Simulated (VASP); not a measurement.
**AlRh: single point with PBE**

AlRh:

```
CELL_PARAMETERS angstrom
5.62966 -0.44701 -0.03033
-0.38144 4.37232 0.29868
0.10628 0.25504 4.57442
ATOMIC_POSITIONS crystal
Rh 0.58516 0.48669 0.33145
Rh 0.26688 0.34564 0.92508
Rh 0.78591 0.06595 0.89352
Rh 0.10598 0.58715 0.41524
Al 0.94707 0.08294 0.40515
Al 0.93686 0.59249 0.91887
Al 0.49881 0.90905 0.54378
Al 0.37895 0.88019 0.07158
```

```yaml
Program: VASP 6.6.1
Task: single point
Functional: PBE
Potentials_or_basis: VASP PAW PBE potentials, release 64 (Rh_pv, Al)
Cutoff: 520 eV
k_mesh: 3 × 4 × 3
Occupations: methfessel-paxton, width 0.15 eV
Spin: no spin polarisation
Dipole_correction: no
Further_INCAR_settings: ALGO = Normal; EDIFF = 1e-06; NBANDS = 46
```

| Property | Result |
| --- | --- |
| Pressure | 21.6 GPa |
| Largest force | 2.601 eV/Å |
| Band gap on the k mesh | zero (bands 36 and 37 overlap by 0.63 eV) |

Forces in eV/Å, atoms in the order of the input:
```
Rh   2.129 -1.483  0.174
Rh   1.077  0.065 -1.290
Rh  -1.140  0.212  0.619
Rh  -0.319  1.334  0.900
Al   0.798 -1.710 -0.892
Al  -1.536  1.231 -0.092
Al  -0.784  0.826  2.132
Al  -0.226 -0.475 -1.550
```

Stress tensor (GPa, compression positive):
```
18.92 -0.46  3.60
-0.46 21.76  3.09
 3.60  3.09 24.03
```

Levels at points of the mesh, in eV from the Fermi level:
```
           k point  band 33  band 34  band 35  band 36  band 37  band 38  band 39  band 40
(0.00, 0.00, 0.00)    -1.33    -0.60    -0.41     0.32     0.64     1.99     2.11     3.49
(0.00, 0.50, 0.00)    -1.07    -0.95    -0.71    -0.40     0.11     1.31     2.10     2.39
```

It took 3.3 min on 1 thread of AMD EPYC 7R43 64-Core Processor (Zen 3), with other jobs on the host, peak memory 0.22 GiB.

Caveat: the k points lie up to 0.46 Å⁻¹ apart, too coarse for converged energies and pressures of a metal.
